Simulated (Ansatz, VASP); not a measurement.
## HfN: VASP beside Ansatz

```xyz
2
Lattice="0.0000 2.2627 2.2627 2.2627 0.0000 2.2627 2.2627 2.2627 0.0000" Properties=species:S:1:pos:R:3 pbc="T T T"
Hf    0.0000    0.0000    0.0000
N     2.2627    2.2627    2.2627
```

Alike in both runs: functional r2SCAN; k mesh 16 × 16 × 16; occupations gaussian, width 0.1 eV; no spin polarisation.

Ansatz relaxed the structure, and its values are those at the end. VASP's run is a single point on that final structure, the one shown.

```csv
,VASP,Ansatz
version,VASP 6.6.1,Ansatz 0.2.0
potentials or method,"VASP PAW PBE potentials, release 64 (Hf_pv, N), cutoff 520 eV","scalar-relativistic, plane waves, PAW"
valence electrons in the cell,15,31
```

|  | VASP | Ansatz | Ansatz less VASP |
| --- | --- | --- | --- |
| gap on the k mesh at the Fermi level (eV) | none | none | - |
| pressure (GPa) | -2.7 | 0.0 | +2.67 |

VASP's potentials were made for PBE, not for r2SCAN. A gap of «none» marks a metal or a gap that the smearing closes. The functional is the same, so the differences come from potentials, cutoffs and numerics. VASP's potentials hold 15 valence electrons a cell and Ansatz's 31, so a difference there can come from the potentials and not from the codes.

Spin-orbit coupling is off throughout.
